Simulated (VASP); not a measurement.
# Ir (Fm-3m) in VASP: further runs

Ir is run at these levels: PBE, RPBE, PBE+D4; tasks: relaxation of cell and atoms.

Everything below comes from runs of VASP 6.6.1. Logs are shortened: lines on timing, memory, paths and dates and some standing lists are left out, and cuts for length are marked.

### Step 1. The cell of the first run

It takes space group Fm-3m (No. 225, cubic). Conventional cell: a = 3.831 Å, b = 3.831 Å, c = 3.831 Å, α = 90.00°, β = 90.00°, γ = 90.00°. Ir (site symmetry m-3m) has 12 Ir at 2.71 Å within 3.6 Å.

### Step 2. Relaxation of cell and atoms, PBE

The input, INCAR:

```
SYSTEM = Ir
  PREC = Accurate
  ENCUT = 600
  EDIFF = 1E-6
  ISMEAR = 1
  SIGMA = 0.1
  LREAL = .FALSE.
  LASPH = .TRUE.
  NELM = 100
  ALGO = Normal
  ISIF = 3
  LWAVE = .FALSE.
  LCHARG = .FALSE.
  GGA = PE
  IBRION = 2
  NSW = 60
  EDIFFG = -0.01
```

The input, KPOINTS:

```
Automatic mesh
0
G
  12 12 12
  0 0 0
```

The input, POSCAR:

```
Ir
1.0
    0.0000000000      1.9156000000      1.9156000000
    1.9156000000      0.0000000000      1.9156000000
    1.9156000000      1.9156000000      0.0000000000
Ir
1
Direct
    0.0000000000      0.0000000000      0.0000000000
```

Potentials or basis: VASP PAW PBE potentials, release 64 (Ir).

Launch:

```
> cat potpaw_PBE.64/Ir/POTCAR > POTCAR
> mpirun -np 1 vasp_std > vasp.out
```

OUTCAR:

```text
SYSTEM = Ir
   PREC = Accurate
   ENCUT = 600
   EDIFF = 1E-6
   ISMEAR = 1
   LREAL = .FALSE.
   LASPH = .TRUE.
   NELM = 100
   ISIF = 3
   GGA = PE
   IBRION = 2
   NSW = 60
   EDIFFG = -0.01

 ion  position               nearest neighbor table
   1  0.000  0.000  0.000-

  LATTYP: Found a face centered cubic cell.
 ALAT       =     3.8312000000

  Lattice vectors:

 A1 = (   0.0000000000,   1.9156000000,   1.9156000000)
 A2 = (   1.9156000000,   0.0000000000,   1.9156000000)
 A3 = (   1.9156000000,   1.9156000000,   0.0000000000)

Analysis of symmetry for initial positions (statically):
=====================================================================
 Subroutine PRICEL returns:
 Original cell was already a primitive cell.

 Routine SETGRP: Setting up the symmetry group for a
 face centered cubic supercell.

 Subroutine GETGRP returns: Found 48 space group operations
 (whereof 48 operations were pure point group operations)
 out of a pool of 48 trial point group operations.

The static configuration has the point symmetry O_h .

Analysis of symmetry for dynamics (positions and initial velocities):
=====================================================================
 Subroutine PRICEL returns:
 Original cell was already a primitive cell.

 Routine SETGRP: Setting up the symmetry group for a
 face centered cubic supercell.

 Subroutine GETGRP returns: Found 48 space group operations
 (whereof 48 operations were pure point group operations)
 out of a pool of 48 trial point group operations.

The dynamic configuration has the point symmetry O_h .

 Subroutine INISYM returns: Found 48 space group operations
 (whereof 48 operations are pure point group operations),
 and found     1 'primitive' translations

----------------------------------------------------------------------------------------

                                     Primitive cell

  volume of cell :      14.0587

  direct lattice vectors                    reciprocal lattice vectors
     0.000000000  1.915600000  1.915600000    -0.261014826  0.261014826  0.261014826
     1.915600000  0.000000000  1.915600000     0.261014826 -0.261014826  0.261014826
     1.915600000  1.915600000  0.000000000     0.261014826  0.261014826 -0.261014826

  length of vectors
     2.709067500  2.709067500  2.709067500     0.452090940  0.452090940  0.452090940

  position of ions in fractional coordinates (direct lattice)
     0.000000000  0.000000000  0.000000000

  ion indices of the primitive-cell ions
   primitive index   ion index
                 1           1

----------------------------------------------------------------------------------------

 KPOINTS: Automatic mesh

Automatic generation of k-mesh.
 Grid dimensions read from file:
 generate k-points for:   12   12   12

 Generating k-lattice:

  Cartesian coordinates                     Fractional coordinates (reciprocal lattice)
    -0.021751235  0.021751235  0.021751235     0.083333333  0.000000000  0.000000000
     0.021751235 -0.021751235  0.021751235     0.000000000  0.083333333  0.000000000
     0.021751235  0.021751235 -0.021751235     0.000000000  0.000000000  0.083333333

  Length of vectors
     0.037674245  0.037674245  0.037674245

  Shift w.r.t. Gamma in fractional coordinates (k-lattice)
     0.000000000  0.000000000  0.000000000

 Subroutine IBZKPT returns following result:
 ===========================================

 Found     72 irreducible k-points:

 Following reciprocal coordinates:
            Coordinates               Weight
  0.000000  0.000000  0.000000      1.000000
  0.083333  0.000000  0.000000      8.000000
  0.166667  0.000000  0.000000      8.000000
  0.250000  0.000000  0.000000      8.000000
  0.333333  0.000000  0.000000      8.000000
  0.416667  0.000000  0.000000      8.000000
[... 16 lines left out ...]
  0.500000  0.166667  0.000000     24.000000
 -0.416667  0.166667  0.000000     24.000000
 [... further k-points ...]
   k-points           NKPTS =     72   k-points in BZ     NKDIM =     72   number of bands    NBANDS=      8
   number of dos      NEDOS =    301   number of ions     NIONS =      1
   total plane-waves  NPLWV =  13824
   dimension x,y,z NGX =    24 NGY =   24 NGZ =   24
   dimension x,y,z NGXF=    48 NGYF=   48 NGZF=   48
   ions per type =               1
   NGX,Y,Z   is equivalent  to a cutoff of  14.73, 14.73, 14.73 a.u.
   NGXF,Y,Z  is equivalent  to a cutoff of  29.46, 29.46, 29.46 a.u.
 SYSTEM =  Ir
   PREC   = accura    normal or accurate (medium, high low for compatibility)
   ISTART =      0    job   : 0-new  1-cont  2-samecut
   ICHARG =      2    charge: 1-file 2-atom 10-const
   ISPIN  =      1    spin polarized calculation?
   LNONCOLLINEAR =      F non collinear calculations
   LSORBIT =      F    spin-orbit coupling
   LASPH  =      T    aspherical Exc in radial PAW
   ENCUT  =  600.0 eV  44.10 Ry    6.64 a.u.   5.41  5.41  5.41*2*pi/ulx,y,z
   NELM   =    100;   NELMIN=  2; NELMDL= -5     # of ELM steps
   EDIFF  = 0.1E-05   stopping-criterion for ELM
   LREAL  =      F    real-space projection
   EDIFFG = -.1E-01   stopping-criterion for IOM
   NSW    =     60    number of steps for IOM
   IBRION =      2    ionic relax: 0-MD 1-quasi-New 2-CG
   NFREE  =      1    steps in history (QN), initial steepest desc. (CG)
   ISIF   =      3    stress and relaxation
   ISYM   =      2    0-nonsym 1-usesym 2-fastsym
   POTIM  = 0.5000    time-step for ionic-motion
   TEBEG  =    0.0;   TEEND  =   0.0 temperature during run
   PSTRESS=    0.0 pullay stress
   NELECT =       9.0000    total number of electrons
   NUPDOWN=      -1.0000    fix difference up-down
   EMIN   =  10.00;   EMAX   =-10.00  energy-range for DOS
   EFERMI =   0.00;   METHOD = LEGACY
   ISMEAR =     1;   SIGMA  =   0.10  broadening in eV -4-tet -1-fermi 0-gaus
   EFERMI_NEDOS =   21; number of points for ismear=-14 and -15
   IALGO  =     38    algorithm
   IMIX   =      4    mixing-type and parameters
     AMIX     =   0.40;   BMIX     =  1.00
     AMIX_MAG =   1.60;   BMIX_MAG =  1.00
  volume/ion in A,a.u.               =      14.06        94.87
  Fermi-wavevector in a.u.,A,eV,Ry     =   1.410937  2.666284 27.085691  1.990742
  Thomas-Fermi vector in A             =   2.532839
   LORBIT       =      0    0 simple, 1 ext, 2 COOP (PROOUT), +10 PAW based schemes
   GGA     = PE    functional components
   LHFCALC =     F    Hartree Fock is set to
   AEXX    =    0.0000 exact exchange contribution
   IVDW    =     0    specifies the selected vdW correction
   LEPSILON=     F    determine dielectric tensor
   LRPA    =     F    only Hartree local field effects (RPA)
 conjugate gradient relaxation of ions
 non-spin polarized calculation
 Methfessel and Paxton  Order N= 1 SIGMA  =   0.10
  energy-cutoff  :      600.00
  volume of cell :       14.06
 maximum number of plane-waves:       495
 NGX is ok and might be reduce to    24
   NGX = 11   NGY = 11   NGZ = 11

--------------------------------------- Ionic step        1  -------------------------------------------

 number of electron       9.0000000 magnetization

 Free energy of the ion-electron system (eV)
  ---------------------------------------------------
  ext. energy  EPLUGINS =         0.00000000
  ---------------------------------------------------
  free energy    TOTEN  =        -8.85160078 eV

  energy without entropy =       -8.85239594  energy(sigma->0) =       -8.85186584

------------------------ aborting loop because EDIFF is reached ----------------------------------------

  FORCE on cell =-STRESS in cart. coord.  units (eV):
  Direction    XX          YY          ZZ          XY          YZ          ZX
  --------------------------------------------------------------------------------------
  -------------------------------------------------------------------------------------
  Total        1.0383466      1.0383466      1.0383466     -0.0000000      0.0000000      0.0000000
  in kB      118.3337026    118.3337026    118.3337026     -0.0000000      0.0000000      0.0000000
  external PRESSURE =     118.3337026 kB  Pullay stress =       0.0000000 kB

 VOLUME and BASIS-vectors are now :
 -----------------------------------------------------------------------------
  energy-cutoff  :      600.00
  volume of cell :       14.06
      direct lattice vectors                 reciprocal lattice vectors
     0.000000000  1.915600000  1.915600000    -0.261014826  0.261014826  0.261014826
     1.915600000  0.000000000  1.915600000     0.261014826 -0.261014826  0.261014826
     1.915600000  1.915600000  0.000000000     0.261014826  0.261014826 -0.261014826

 POSITION                                       TOTAL-FORCE (eV/Angst)
 -----------------------------------------------------------------------------------
      0.00000      0.00000      0.00000         0.000000      0.000000      0.000000
 -----------------------------------------------------------------------------------
    total drift:                               -0.000000      0.000000     -0.000000

  FREE ENERGIE OF THE ION-ELECTRON SYSTEM (eV)
  ---------------------------------------------------
  free  energy   TOTEN  =        -8.8516007816 eV

  energy  without entropy=       -8.8523959425  energy(sigma->0) =       -8.85186584

--------------------------------------- Ionic step        2  -------------------------------------------

 number of electron       9.0000000 magnetization

 E-fermi :   8.1533     XC(G=0): -13.1648

 val. band max:        8.1318394785   @ k =  -0.2500   0.0833   0.0000
 cond. band min:       8.2341457032   @ k =   0.3333   0.1667   0.0833
 fundamental gap:      0.1023062247
 Fermi energy:         8.1532849464

 k-point     1 :       0.0000    0.0000    0.0000
  band No.  band energies     occupation
      1      -1.5403      2.00000
      2       4.9967      2.00000
      3       4.9967      2.00000
      4       4.9967      2.00000
      5       7.1373      2.00000
      6       7.1373      2.00000
      7      22.6510      0.00000
      8      27.4180      0.00000

 k-point     2 :       0.0833    0.0000    0.0000
  band No.  band energies     occupation
      1      -1.2749      2.00000
      2       4.8734      2.00000
      3       5.1029      2.00000
      4       5.1029      2.00000
      5       7.0787      2.00000
      6       7.0787      2.00000
      7      23.0629      0.00000
      8      26.0357      0.00000
[... 299 lines left out ...]
 POSITION                                       TOTAL-FORCE (eV/Angst)
 -----------------------------------------------------------------------------------
      0.00000      0.00000      0.00000         0.000000      0.000000      0.000000
 -----------------------------------------------------------------------------------
    total drift:                               -0.000000     -0.000000     -0.000000

  FREE ENERGIE OF THE ION-ELECTRON SYSTEM (eV)
  ---------------------------------------------------
  free  energy   TOTEN  =        -8.8673997689 eV

  energy  without entropy=       -8.8682533968  energy(sigma->0) =       -8.86768431

--------------------------------------- Ionic step        4  -------------------------------------------

 number of electron       9.0000000 magnetization

 Free energy of the ion-electron system (eV)
  ---------------------------------------------------
  ext. energy  EPLUGINS =         0.00000000
  ---------------------------------------------------
  free energy    TOTEN  =        -8.86744504 eV

  energy without entropy =       -8.86829807  energy(sigma->0) =       -8.86772938

 E-fermi :  10.0270     XC(G=0): -13.8402

 val. band max:       10.0020732911   @ k =  -0.2500   0.0833   0.0000
 cond. band min:      10.1304026773   @ k =   0.3333   0.1667   0.0833
 fundamental gap:      0.1283293862
 Fermi energy:        10.0270071346

 k-point     1 :       0.0000    0.0000    0.0000
  band No.  band energies     occupation
      1      -0.8745      2.00000
      2       6.2355      2.00000
      3       6.2355      2.00000
      4       6.2355      2.00000
      5       8.8160      2.00000
      6       8.8160      2.00000
      7      24.3534      0.00000
      8      29.7862      0.00000

 k-point     2 :       0.0833    0.0000    0.0000
  band No.  band energies     occupation
      1      -0.5762      2.00000
      2       6.0835      2.00000
      3       6.3609      2.00000
      4       6.3609      2.00000
      5       8.7399      2.00000
      6       8.7399      2.00000
      7      24.8558      0.00000
      8      28.3555      0.00000
[... 264 lines left out ...]
 POSITION                                       TOTAL-FORCE (eV/Angst)
 -----------------------------------------------------------------------------------
      1.93567      1.93567      0.00000         0.000000      0.000000      0.000000
 -----------------------------------------------------------------------------------
    total drift:                                0.000000      0.000000      0.000000

  FREE ENERGIE OF THE ION-ELECTRON SYSTEM (eV)
  ---------------------------------------------------
  free  energy   TOTEN  =        -8.8674450390 eV

  energy  without entropy=       -8.8682980693  energy(sigma->0) =       -8.86772938

 reached required accuracy - stopping structural energy minimisation
```

Run time: 16 s. Hardware: 1 thread of Intel Xeon Platinum 8375C at 2.90GHz (Ice Lake), shared host; peak memory 0.15 GiB.

Results:

* Free energy: -8.8674 eV
* Relaxed volume: 14.51 Å³/atom
* Relaxed cell: a = 2.737 Å, b = 2.737 Å, c = 2.737 Å, α = 60.00°, β = 60.00°, γ = 60.00°
* Space group after relaxing (to 0.05 Å): Fm-3m (No. 225)
* Energy gained by relaxing: 15.8 meV/atom
* Ionic steps: 4
* Pressure after relaxing: -0.1 GPa

The path:
```csv
step,energy change (eV),largest force (eV/Å),pressure (GPa),volume (Å³)
1,0.0000,0.0000,11.83,14.06
2,0.1719,0.0000,-30.01,16.28
3,-0.0158,0.0000,-0.55,14.53
4,-0.0158,0.0000,-0.06,14.51
```

Final structure:
```cif
data_structure
_symmetry_space_group_name_H-M 'P 1'
_symmetry_Int_Tables_number 1
_cell_length_a 2.7375
_cell_length_b 2.7375
_cell_length_c 2.7375
_cell_angle_alpha 60.000
_cell_angle_beta 60.000
_cell_angle_gamma 60.000
_cell_volume 14.51
loop_
_atom_site_label
_atom_site_type_symbol
_atom_site_fract_x
_atom_site_fract_y
_atom_site_fract_z
_atom_site_occupancy
Ir1 Ir 0.00000 0.00000 0.00000 1
```

Levels at points of the mesh, in eV from the Fermi level:
| k point | band 1 | band 2 | band 3 | band 4 | band 5 | band 6 | band 7 | band 8 |
| --- | --- | --- | --- | --- | --- | --- | --- | --- |
| (0.00, 0.00, 0.00) | -10.90 | -3.79 | -3.79 | -3.79 | -1.21 | -1.21 | 14.33 | 19.76 |
| (0.50, 0.00, 0.00) | -7.89 | -3.89 | -3.89 | -0.75 | 0.80 | 0.80 | 6.96 | 13.86 |
| (0.50, 0.50, 0.00) | -7.68 | -7.12 | 0.77 | 1.35 | 1.35 | 1.66 | 10.12 | 11.54 |

Caveat: spin-orbit coupling is left out, which moves the levels of the heavy elements.

### Step 3. Relaxation of cell and atoms, RPBE

The input, INCAR:

```
  ALGO = Normal
  EDIFF = 1E-6
  EDIFFG = -0.01
  ENCUT = 600
  GGA = RP
  IBRION = 2
  ISIF = 3
  ISMEAR = 1
  LASPH = True
  LCHARG = False
  LREAL = False
  LWAVE = False
  NELM = 60
  NSW = 60
  PREC = Accurate
  SIGMA = 0.1
```

The input, KPOINTS:

```
k-points
0
Gamma
  12 12 12
```

POSCAR is that of step 2.

Potentials or basis: VASP PAW PBE potentials, release 64 (Ir).

Launch:

```
> cat potpaw_PBE.64/Ir/POTCAR > POTCAR
> mpirun -np 1 vasp_std > vasp.out
```

It took 17 s on 1 thread of Intel Xeon Platinum 8375C at 2.90GHz (Ice Lake), shared host; peak memory 0.15 GiB.

It converged, with:

```
Free energy                            : -8.2073 eV
Relaxed volume                         : 14.68 Å³/atom
Relaxed cell                           : a = 2.748 Å, b = 2.748 Å, c = 2.748 Å, α = 60.00°, β = 60.00°, γ = 60.00°
Space group after relaxing (to 0.05 Å) : Fm-3m (No. 225)
Energy gained by relaxing              : 29.2 meV/atom
Ionic steps                            : 4
Pressure after relaxing                : -0.1 GPa
```

Step by step:
```csv
step,energy change (eV),largest force (eV/Å),pressure (GPa),volume (Å³)
1,0.0000,0.0000,15.98,14.06
2,0.2771,0.0000,-34.24,17.11
3,-0.0291,0.0000,-0.97,14.72
4,-0.0292,0.0000,-0.11,14.68
```

Final structure:
```
Ir
1.0
     0.00000    1.94332    1.94332
     1.94332    0.00000    1.94332
     1.94332    1.94332    0.00000
Ir
1
Direct
  0.00000 0.00000 0.00000
```

Levels at points of the mesh, in eV from the Fermi level:
| k point | band 1 | band 2 | band 3 | band 4 | band 5 | band 6 | band 7 | band 8 |
| --- | --- | --- | --- | --- | --- | --- | --- | --- |
| (0.00, 0.00, 0.00) | -10.75 | -3.71 | -3.71 | -3.71 | -1.19 | -1.19 | 14.32 | 19.71 |
| (0.50, 0.00, 0.00) | -7.75 | -3.81 | -3.81 | -0.70 | 0.78 | 0.78 | 6.87 | 13.86 |
| (0.50, 0.50, 0.00) | -7.54 | -6.98 | 0.74 | 1.32 | 1.32 | 1.67 | 10.00 | 11.50 |

Caveat: the PAW data sets were made with another functional, which shifts forces and pressure a little; spin-orbit coupling is left out, which moves the levels of the heavy elements.

### Step 4. Relaxation of cell and atoms, PBE+D4

The input, INCAR:

```
SYSTEM = Ir
PREC = Accurate ; ENCUT = 600
EDIFF = 1E-7 ; ISMEAR = 1
SIGMA = 0.1 ; LREAL = .FALSE.
LASPH = .TRUE. ; NELM = 80
ALGO = Normal ; ISIF = 3
LWAVE = .FALSE. ; LCHARG = .FALSE.
GGA = PE ; IVDW = 13
IBRION = 2 ; NSW = 60
EDIFFG = -0.01
```

The input, KPOINTS:

```
Automatic mesh
0
G
  12 12 12
  0 0 0
```

POSCAR is that of step 3.

Launch:

```
> cat potpaw_PBE.64/Ir/POTCAR > POTCAR
> mpirun -np 1 vasp_std > vasp.out
```

It took 16 s on 1 thread of Intel Xeon Platinum 8375C at 2.90GHz (Ice Lake), shared host; peak memory 0.15 GiB.

Results (log left out):

| Item | Value |
| --- | --- |
| Free energy | -9.7811 eV |
| Relaxed volume | 14.14 Å³/atom |
| Relaxed cell | a = 2.714 Å, b = 2.714 Å, c = 2.714 Å, α = 60.00°, β = 60.00°, γ = 60.00° |
| Space group after relaxing (to 0.05 Å) | Fm-3m (No. 225) |
| Energy gained by relaxing | 0.6 meV/atom |
| Ionic steps | 3 |
| Pressure after relaxing | 0.0 GPa |
| Dispersion energy per atom | -0.924 eV |

The path:
| step | energy change (eV) | largest force (eV/Å) | pressure (GPa) | volume (Å³) |
| --- | --- | --- | --- | --- |
| 1 | 0.0000 | 0.0000 | 2.24 | 14.06 |
| 2 | 0.0078 | 0.0000 | -8.15 | 14.46 |
| 3 | -0.0006 | 0.0000 | -0.02 | 14.14 |

Final structure:
```
CELL_PARAMETERS angstrom
0.00000 1.91932 1.91932
1.91932 0.00000 1.91932
1.91932 1.91932 0.00000
ATOMIC_POSITIONS crystal
Ir 0.00000 0.00000 0.00000
```

Levels at points of the mesh, in eV from the Fermi level:
| k point | band 2 | band 3 | band 4 | band 5 | band 6 | band 7 |
| --- | --- | --- | --- | --- | --- | --- |
| (0.00, 0.00, 0.00) | -3.94 | -3.94 | -3.94 | -1.26 | -1.26 | 14.27 |
| (0.50, 0.00, 0.00) | -4.05 | -4.05 | -0.82 | 0.84 | 0.84 | 7.21 |
| (0.50, 0.50, 0.00) | -7.40 | 0.81 | 1.42 | 1.42 | 1.65 | 10.46 |

Caveat: spin-orbit coupling is left out, which moves the levels of the heavy elements; pairwise dispersion overbinds metals, which lowers pressure and volume. Zero-point motion and thermal expansion aren't in these numbers.

### Step 5. Summary

| level | gap on the mesh (eV) | pressure (GPa) | relaxed volume (Å³/atom) |
| --- | --- | --- | --- |
| PBE | none | -0.1 | 14.51 |
| RPBE | none | -0.1 | 14.68 |
| PBE+D4 | none | 0.0 | 14.14 |

Alike in all rows: task relaxation of cell and atoms; potentials or basis VASP PAW PBE potentials, release 64 (Ir); no spin polarisation; cell relaxed; k mesh 12 × 12 × 12; cutoff (eV) 600; smearing methfessel-paxton 0.1 eV.

Caveats: spin-orbit coupling is left out, which moves the levels of the heavy elements; the PAW data sets were made with another functional, which shifts forces and pressure a little (some runs); pairwise dispersion overbinds metals, which lowers pressure and volume (some runs).

Absolute energies hang on the potentials; compare differences alone.
